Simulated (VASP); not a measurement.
Wanted: the native input for a VASP 6.6.1 run.

| Item | Value |
| --- | --- |
| Task | single point |
| Functional | PBE |
| Potentials or basis | VASP PAW PBE potentials, release 64 (In_d, Sb, Te) |
| Cutoff | 520 eV |
| k mesh | 9 × 9 × 4 |
| Occupations | gaussian, width 0.1 eV |
| Spin | no spin polarisation |
| Dipole correction | no |
| Further INCAR settings | ALGO = Normal; EDIFF = 1e-06; NBANDS = 37 |

The structure of In3SbTe2 lies in POSCAR:

```
In3SbTe2
1.0
    4.2844381223      0.0000000000      0.0000000000
   -2.1422190611      3.7104322548      0.0000000000
    0.0000000000      0.0000000000     10.3821951292
In Sb Te
3 1 2
Direct
    0.0000000000      0.0000000000      0.5000000000
    0.3333333333      0.6666666667      0.1561057472
    0.6666666667      0.3333333333      0.8438942528
    0.0000000000      0.0000000000      0.0000000000
    0.3333333333      0.6666666667      0.6693147041
    0.6666666667      0.3333333333      0.3306852959
```

These files were run (other wordings do the same):

INCAR

```
ALGO = Normal ; EDIFF = 1E-6
ENCUT = 520 ; GGA = PE
ISIF = 2 ; ISMEAR = 0
LASPH = True ; LCHARG = False
LREAL = False ; LWAVE = False
NBANDS = 37 ; NELM = 80
PREC = Accurate ; SIGMA = 0.1
```

KPOINTS

```
k-points
0
Gamma
  9 9 4
```

Potentials or basis: VASP PAW PBE potentials, release 64 (In_d, Sb, Te).

Run with:

```sh
$ cat potpaw_PBE.64/In_d/POTCAR potpaw_PBE.64/Sb/POTCAR potpaw_PBE.64/Te/POTCAR > POTCAR
$ mpirun -np 1 vasp_std > vasp.out
```

Results of the run:

```json
{
 "Pressure": "5.1 GPa",
 "Band gap on the k mesh": "zero (bands 28 and 29 overlap by 1.68 eV)"
}
```

Caveat: the cell stands under pressure; spin-orbit coupling is left out, which moves the levels of the heavy elements.

Wall time 93 s on 1 thread of Intel(R) Xeon(R) 6975P-C (Granite Rapids) (shared host), peak memory 0.42 GiB.
